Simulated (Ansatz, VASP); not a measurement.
Li2S: VASP beside Ansatz

```
CELL_PARAMETERS angstrom
0.00000 2.88257 2.88257
2.88257 0.00000 2.88257
2.88257 2.88257 0.00000
ATOMIC_POSITIONS crystal
Li 0.25000 0.25000 0.25000
Li 0.75000 0.75000 0.75000
S 0.00000 0.00000 0.00000
```

Alike in both runs: task relaxation of cell and atoms; functional r2SCAN; k mesh 8 × 8 × 8; occupations tetrahedron; no spin polarisation.

|  | VASP | Ansatz |
| --- | --- | --- |
| version | VASP 6.6.1 | Ansatz 0.2.0 |
| potentials or method | VASP PAW PBE potentials, release 64 (Li_sv, S), cutoff 830 eV | PAW plane waves |
| valence electrons in the cell | 12 | 12 |

Ansatz gave:

| Property | Result |
| --- | --- |
| gap on the k mesh at the Fermi level, each at its own relaxed structure (eV) | 3.87 |
| relaxed volume (Å³/atom) | 15.35 |
| relaxed length of the cell vector where the two differ most in proportion (Å) | 4.023 |

Problem. Which values does VASP return?

Solution. gap on the k mesh at the Fermi level, each at its own relaxed structure (eV): 3.85; relaxed volume (Å³/atom): 15.28; relaxed length of the cell vector where the two differ most in proportion (Å): 4.017.

VASP's potentials were made for PBE, not for r2SCAN. Ansatz's warnings: band table not solved further, forces under tetrahedra, tetrahedron derivatives may miss energy slope.
